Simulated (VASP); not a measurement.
Here is a VASP 6.6.1 calculation.

File INCAR:

```
  ALGO = Normal
  EDIFF = 1E-6
  ENCUT = 520
  GGA = PE
  ISIF = 2
  ISMEAR = 0
  ISPIN = 2
  LASPH = T
  LCHARG = T
  LELF = T
  LMAXMIX = 4
  LORBIT = 11
  LREAL = F
  LVHAR = T
  LWAVE = F
  MAGMOM = 0.05 0.05 0 0
  NBANDS = 27
  NELM = 150
  PREC = Accurate
  SIGMA = 0.05
```

Contents of KPOINTS:

```
k-points
0
Gamma
  10 10 8
```

File POSCAR:

```
NiSb
1.0
    3.9443996799      0.0000000000      0.0000000000
   -1.9721998400      3.4159503255      0.0000000000
    0.0000000000      0.0000000000      5.1333224708
Ni Sb
2 2
Direct
    0.0000000000      0.0000000000      0.0000000000
    0.0000000000      0.0000000000      0.5000000000
    0.3333333333      0.6666666667      0.2500000000
    0.6666666667      0.3333333333      0.7500000000
```

Potentials or basis: VASP PAW PBE potentials, release 64 (Ni, Sb).

The run is started by

```console
$ cat potpaw_PBE.64/Ni/POTCAR potpaw_PBE.64/Sb/POTCAR > POTCAR
$ mpirun -np 1 vasp_std > vasp.out
```

Problem. What does it give for the net moment?

Solution. 0.00 μB per cell.

Problem. Predict the pressure.

Solution. 2.3 GPa.

Problem. Predict the band gap on the k mesh.

Solution. Zero (filled and empty bands overlap).

Stress tensor (GPa, compression positive):
```
2.24 0.00 0.00
0.00 2.24 0.00
0.00 0.00 2.34
```

Caveat: spin-orbit coupling is left out, which moves the levels of the heavy elements.
